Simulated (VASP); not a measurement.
# Be (a cell with a defect) in VASP: further runs, part 2 of 2

VASP 6.6.1. Earlier steps stand in the parts before.

**3. Single point, PBEsol**

File INCAR:

```
  PREC = Accurate
  ENCUT = 520
  EDIFF = 1E-6
  ISMEAR = 0
  SIGMA = 0.1
  LREAL = Auto
  LASPH = T
  NELM = 60
  ALGO = Normal
  ISIF = 2
  LWAVE = F
  LCHARG = F
  GGA = PS
  NBANDS = 40
```

File KPOINTS:

```
Automatic mesh
0
Gamma
  6 6 4
```

File POSCAR:

```
Be
1.0
   -4.9856521339      2.4928260670     -2.4928260670
   -2.4928260670     -2.4928260670     -4.9856521339
   -4.9856521339     -2.4928260670      2.4928260670
Be
23
Direct
    0.8240285101      0.6666666488      0.5178202230
    0.4319696686      0.6666666488      0.7430924582
    0.5510974144      0.6666666488      0.3600014505
    0.6680824114      0.6666666488     -0.0284334920
    0.0426873946      0.6666666488      0.9059794744
    0.1675827911      0.6666666488      0.5155822009
    0.2729986897      0.6666666488      0.1339753521
    0.7106759366      0.3205325917      0.8692136723
    0.8319049455      0.3271890262      0.4975040242
    0.9529189373      0.3653703236      0.1297465171
    0.4603878834      0.3252740644      0.6331894836
    0.5879774443      0.3239648408      0.2473708488
    0.0624853396      0.3609916252      0.7469007865
    0.1995816475      0.3443037381      0.3730533038
    0.3447828797      0.3204134499      0.0071375818
    0.7568102892     -0.0276583009      0.7469007865
    0.8772187100     -0.0109704137      0.3730533038
    0.3645418796      0.0128007326      0.8692136723
    0.4924273229      0.0061442982      0.4975040242
    0.6516226121     -0.0320369992      0.1297465171
    0.1189952991      0.0080592600      0.6331894836
    0.2452754693      0.0093686173      0.2473709491
   -0.0014703192      0.0129198745      0.0071375818
```

Potentials or basis: VASP PAW PBE potentials, release 64 (Be).

Launch:

```
cat potpaw_PBE.64/Be/POTCAR > POTCAR
mpirun -np 1 vasp_std > vasp.out
```

OUTCAR:

```text
PREC = Accurate
   ENCUT = 520
   EDIFF = 1E-6
   ISMEAR = 0
   LREAL = Auto
   LASPH = T
   NELM = 60
   ISIF = 2
   GGA = PS

 ion  position               nearest neighbor table
   1  0.824  0.667  0.518-   9 2.07  19 2.07   6 2.09  14 2.15  17 2.15   3 2.19  13 2.31  16 2.31
                             2 2.33
   2  0.432  0.667  0.743-   8 2.17  18 2.17  11 2.20  21 2.20   3 2.21   5 2.25   7 2.26   4 2.32
                             1 2.33
   3  0.551  0.667  0.360-   9 2.18  19 2.18   1 2.19  12 2.19  22 2.19   2 2.21   6 2.21   4 2.24
                            10 2.33  20 2.33
   4  0.668  0.667  0.972-  10 2.16  20 2.16   8 2.17  18 2.17   5 2.19   3 2.24   7 2.28  13 2.31
                            16 2.31   2 2.32
   5  0.043  0.667  0.906-  15 2.16  23 2.16  13 2.18  16 2.18   4 2.19   6 2.25   2 2.25   7 2.28
                            10 2.29  20 2.29
   6  0.168  0.667  0.516-   1 2.09  11 2.17  21 2.17  14 2.18  17 2.18   7 2.20   3 2.21   5 2.25
                            13 2.37  16 2.37
   7  0.273  0.667  0.134-  15 2.16  23 2.16   6 2.20  12 2.22  22 2.22   2 2.26   4 2.28   5 2.28
                            14 2.39  17 2.39
   8  0.711  0.321  0.869-  15 2.11  23 2.12   9 2.14  13 2.15   2 2.17   4 2.17  12 2.18  16 2.22
                            21 2.39
   9  0.832  0.327  0.498-   1 2.07  10 2.13  21 2.14   8 2.14  11 2.15  14 2.17  17 2.17   3 2.18
[... 21 lines left out ...]
  20  0.652  0.968  0.130-  19 2.13  23 2.14   4 2.16  16 2.21  12 2.21  22 2.23  15 2.25   5 2.29
                             3 2.33
  21  0.119  0.008  0.633-   9 2.14  19 2.15  23 2.15   6 2.17  16 2.20  13 2.20   2 2.20  22 2.22
                             8 2.39
  22  0.245  0.009  0.247-  14 2.16  18 2.18  17 2.18   3 2.19  10 2.21  21 2.22   7 2.22  20 2.23

  23  0.999  0.013  0.007-  18 2.11  17 2.11   8 2.12  20 2.14  21 2.15   7 2.16   5 2.16  10 2.25

  LATTYP: Found a base centered monoclinic cell.
 ALAT       =     6.1061518816
 B/A-ratio  =     1.7320508076
 C/A-ratio  =     1.0000000000
 COS(beta)  =    -0.3333333333

  Lattice vectors:

 A1 = (   2.4928260669,  -4.9856521340,  -2.4928260669)
 A2 = (   2.4928260670,   2.4928260670,   4.9856521339)
 A3 = (  -4.9856521339,  -2.4928260670,   2.4928260670)
[... 199 lines left out ...]
   IVDW    =     0    specifies the selected vdW correction
   LEPSILON=     F    determine dielectric tensor
   LRPA    =     F    only Hartree local field effects (RPA)
 non-spin polarized calculation
 Gauss-broadening in eV      SIGMA  =   0.10
  energy-cutoff  :      520.00
  volume of cell :      185.89
 maximum number of plane-waves:      5027
 NGX is ok and might be reduce to    48
   NGX = 23   NGY = 23   NGZ = 23

 number of electron      46.0000000 magnetization

 Free energy of the ion-electron system (eV)
  ---------------------------------------------------
  ext. energy  EPLUGINS =         0.00000000
  ---------------------------------------------------
  free energy    TOTEN  =       -90.24483960 eV

  energy without entropy =      -90.23488882  energy(sigma->0) =      -90.23986421

 E-fermi :   6.9248     XC(G=0): -10.5259

 val. band max:        6.9132325742   @ k =   0.0000   0.5000   0.0000
 cond. band min:       6.9263440027   @ k =   0.0000   0.0000   0.0000
 fundamental gap:      0.0131114285
 Fermi energy:         6.9247996638

 k-point     1 :       0.0000    0.0000    0.0000
  band No.  band energies     occupation
      1      -4.4200      2.00000
      2      -1.1051      2.00000
      3      -1.0829      2.00000
      4      -0.5596      2.00000
      5      -0.4905      2.00000
      6      -0.3043      2.00000
[... 901 lines left out ...]
     34      10.3383      0.00000
     35      10.9080      0.00000

 [... further k-points ...]

 [bands above 35 left out]

------------------------ aborting loop because EDIFF is reached ----------------------------------------

  FORCE on cell =-STRESS in cart. coord.  units (eV):
  Direction    XX          YY          ZZ          XY          YZ          ZX
  --------------------------------------------------------------------------------------
  -------------------------------------------------------------------------------------
  Total       -4.4996921     -0.8124107     -0.8124107     -0.5439784      0.0757446      0.5439784
  in kB      -38.7825354     -7.0021119     -7.0021119     -4.6885120      0.6528377      4.6885127
  external PRESSURE =     -17.5955864 kB  Pullay stress =       0.0000000 kB

 VOLUME and BASIS-vectors are now :
 -----------------------------------------------------------------------------
  energy-cutoff  :      520.00
  volume of cell :      185.89
      direct lattice vectors                 reciprocal lattice vectors
    -4.985652134  2.492826067 -2.492826067    -0.100287783  0.167146305 -0.033429261
    -2.492826067 -2.492826067 -4.985652134     0.000000000 -0.133717044 -0.133717044
    -4.985652134 -2.492826067  2.492826067    -0.100287783 -0.100287783  0.100287783

 POSITION                                       TOTAL-FORCE (eV/Angst)
 -----------------------------------------------------------------------------------
     -8.35187     -0.89856     -4.08709        -0.360002     -0.402383      0.402383
     -7.52034     -2.43746     -2.54819         0.052679     -0.001424      0.001424
     -6.20431     -1.18552     -3.80014        -0.039906      0.062802     -0.062802
     -9.83660     -2.41842     -2.56723        -0.008564      0.022039     -0.022039
     -6.39161     -3.81392     -1.17173         0.013007      0.020363     -0.020363
     -5.06791     -2.52939     -2.45627        -0.009199      0.021110     -0.021110
[... 15 lines left out ...]
     -2.47952     -0.02858     -0.04149         0.020765      0.011890     -0.024546
     -5.04611      2.43916     -2.53578        -0.002420      0.008148     -0.015663
 -----------------------------------------------------------------------------------
    total drift:                               -0.000095      0.000973     -0.000969

  FREE ENERGIE OF THE ION-ELECTRON SYSTEM (eV)
  ---------------------------------------------------
  free  energy   TOTEN  =       -90.2448396010 eV

  energy  without entropy=      -90.2348888234  energy(sigma->0) =      -90.23986421
```

OSZICAR:

```text
N       E                     dE             d eps       ncg     rms          rms(c)
DAV:   1     0.472986515219E+02    0.47299E+02   -0.17952E+04  3760   0.986E+02
DAV:   2    -0.844608702930E+02   -0.13176E+03   -0.12086E+03  4904   0.176E+02
DAV:   3    -0.907523460942E+02   -0.62915E+01   -0.61332E+01  4864   0.316E+01
DAV:   4    -0.908368037833E+02   -0.84458E-01   -0.84104E-01  4768   0.436E+00
DAV:   5    -0.908379490165E+02   -0.11452E-02   -0.11445E-02  4744   0.357E-01    0.441E+00
DAV:   6    -0.903959157892E+02    0.44203E+00   -0.21294E-01  4640   0.198E+00    0.259E+00
DAV:   7    -0.902492913798E+02    0.14662E+00   -0.17400E-01  4800   0.171E+00    0.571E-01
DAV:   8    -0.902450258257E+02    0.42656E-02   -0.11059E-02  4640   0.504E-01    0.136E-01
DAV:   9    -0.902448409455E+02    0.18488E-03   -0.79129E-04  4816   0.120E-01    0.232E-02
DAV:  10    -0.902448400897E+02    0.85576E-06   -0.61806E-05  4552   0.288E-02    0.830E-03
DAV:  11    -0.902448396010E+02    0.48868E-06   -0.37218E-06  4632   0.729E-03
   1 F= -.90244840E+02 E0= -.90239864E+02  d E =-.995078E-02
```

stdout:

```text
POSCAR found type information on POSCAR Be
 POSCAR found :  1 types and      23 ions
 scaLAPACK will be used
 -----------------------------------------------------------------------------
|                                                                             |
|                                                                             |
|     You enforced a specific xc type in the INCAR file but a different       |
|     I HOPE YOU KNOW WHAT YOU ARE DOING!                                     |
|                                                                             |
 -----------------------------------------------------------------------------

 LDA part: xc-table for (Slater+PW92), standard interpolation
 POSCAR, INCAR and KPOINTS ok, starting setup
 FFT: planning ... GRIDC
 FFT: planning ... GRID_SOFT
 FFT: planning ... GRID
 WAVECAR not read
 entering main loop
```

It took 19 min on 1 thread of AMD EPYC, shared host; peak memory 0.4 GiB.

Results:

- Free energy: -90.2448 eV
- Pressure: -1.8 GPa
- Largest force: 0.673 eV/Å
- Band gap on the k mesh: zero (bands 23 and 24 overlap by 2.18 eV)

Forces on the atoms (eV/Å):
```
Be  -0.360 -0.402  0.402
Be   0.053 -0.001  0.001
Be  -0.040  0.063 -0.063
Be  -0.009  0.022 -0.022
Be   0.013  0.020 -0.020
Be  -0.009  0.021 -0.021
Be   0.001  0.019 -0.019
Be   0.021  0.024 -0.031
Be   0.053  0.038  0.008
Be   0.001  0.019 -0.037
Be  -0.002 -0.009  0.002
Be   0.021  0.025 -0.012
Be  -0.010  0.051  0.009
Be   0.093 -0.067 -0.092
Be  -0.002  0.016 -0.008
Be  -0.010 -0.009 -0.051
Be   0.093  0.092  0.067
Be   0.021  0.031 -0.024
Be   0.053 -0.008 -0.038
Be   0.001  0.037 -0.019
Be  -0.002 -0.002  0.009
Be   0.021  0.012 -0.025
Be  -0.002  0.008 -0.016
```

Caveat: the PAW data sets were made with another functional, which shifts forces and pressure a little.
